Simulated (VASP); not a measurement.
Write the native input for VASP 6.6.1 that does the following.

* Task: electric field gradients
* Functional: PBE
* Potentials or basis: VASP PAW PBE potentials, release 64 (Zr_sv, C)
* Cutoff: 520 eV
* k mesh: 14 × 14 × 14
* Occupations: fermi-dirac, width 0.05 eV
* Spin: no spin polarisation
* Dipole correction: no
* Further INCAR settings: ALGO = Normal; EDIFF = 1e-08; NBANDS = 15

The structure of ZrC (rocksalt type) lies in POSCAR:

```
ZrC
1.0
    0.0000000000      2.3543090124      2.3543090124
    2.3543090124      0.0000000000      2.3543090124
    2.3543090124      2.3543090124      0.0000000000
Zr C
1 1
Direct
    0.0000000000      0.0000000000      0.0000000000
    0.5000000000      0.5000000000      0.5000000000
```

One way to write it, as run:

INCAR

```
PREC     = Accurate       # precision mode
ENCUT    = 520            # plane-wave cutoff, eV
EDIFF    = 1E-8           # SCF threshold, eV
ISMEAR   = -1             # smearing method
SIGMA    = 0.05           # smearing width, eV
LREAL    = False          # projectors in reciprocal space
LASPH    = True           # aspherical terms in the spheres
NELM     = 80             # most SCF steps
ALGO     = Normal         # electronic algorithm
ISIF     = 2              # what is computed and relaxed
LWAVE    = False          # write WAVECAR
LCHARG   = False          # write CHGCAR
GGA      = PE             # functional
LEFG     = True         
NBANDS   = 15             # bands
```

KPOINTS

```
regular mesh
0
Gamma
  14 14 14
```

Potentials or basis: VASP PAW PBE potentials, release 64 (Zr_sv, C).

The run is started by

```bash
$ cat potpaw_PBE.64/Zr_sv/POTCAR potpaw_PBE.64/C/POTCAR > POTCAR
$ mpirun -np 1 vasp_std > vasp.out
```

Results of the run:

| Property | Result |
| --- | --- |
| Pressure | 0.3 GPa |
| Band gap on the k mesh | zero (band 8 reaches 10.49 eV, above the bottom of band 9 at 9.21 eV) |

Caveat: without QUAD_EFG the Cq values of the log hold for a quadrupole moment of 1 mb, not for the nuclei.

Wall time 39 s on 1 thread of Intel(R) Xeon(R) 6975P-C (Granite Rapids) (shared host), peak memory 0.17 GiB.
